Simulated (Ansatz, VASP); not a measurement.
**One calculation of GaN, two programs**

File INCAR:

```
PREC = Accurate
ENCUT = 520
EDIFF = 1E-6
ISMEAR = 0
SIGMA = 0.1
LREAL = F
LASPH = T
NELM = 60
ALGO = Normal
ISIF = 2
LWAVE = F
LCHARG = F
GGA = PE
NBANDS = 16
```

The input KPOINTS:

```
Automatic mesh
0
Gamma
  6 6 4
```

File POSCAR:

```
GaN
1.0
    2.6317986900      0.0000000000      0.0000000000
   -1.3158993400      2.2792045200      0.0000000000
    0.0000000000      0.0000000000      4.3759089200
Ga N
1 1
Direct
    0.0000000000      0.0000000000      0.5000000000
    0.6666666700      0.3333333300      0.0000000000
```

Input for Ansatz:

```yaml
crystal:
  lattice:
    - [2.63179869, 0.0, 0.0]
    - [-1.31589934, 2.27920452, 0.0]
    - [0.0, 0.0, 4.37590892]
  atoms:
    - { symbol: Ga, position: [0.0, 0.0, 0.5] }
    - { symbol: "N", position: [0.66666667, 0.33333333, 0.0] }
basis:
  ecutwfc: 420
kpoints:
  mp_grid: { grid: [6, 6, 4] }
hamiltonian:
  xc: pbe
scf:
  occupations: { method: gaussian, width: 0.1 }
  lower_state_search: "off"
output:
  forces: true
  stress: true
  eigenvalues: true
```

Change from the starting cell: species swapped into the AgPd type (P-6m2, No. 187).

Alike in both runs: task single point; functional PBE; k mesh 6 × 6 × 4; occupations gaussian, width 0.1 eV; no spin polarisation.

|  | VASP | Ansatz |
| --- | --- | --- |
| version | VASP 6.6.1 | Ansatz 0.2.0 |
| potentials or method | VASP PAW PBE potentials, release 64 (Ga_d, N), cutoff 520 eV | scalar-relativistic, plane waves, PAW |
| valence electrons in the cell | 18 | 18 |

VASP gave:

```
gap on the k mesh at the Fermi level (eV)                     : none
pressure (GPa)                                                : -8.3
traceless stress, the component that is largest in VASP (GPa) : -15.05
```

**Question.** Which values does Ansatz return?

**Answer.** gap on the k mesh at the Fermi level (eV): none; pressure (GPa): -8.5; traceless stress, the component that is largest in VASP (GPa): -14.95.

A gap of «none» marks a metal or a gap that the smearing closes.

The k mesh is coarse, so the values compare programs but aren't converged.
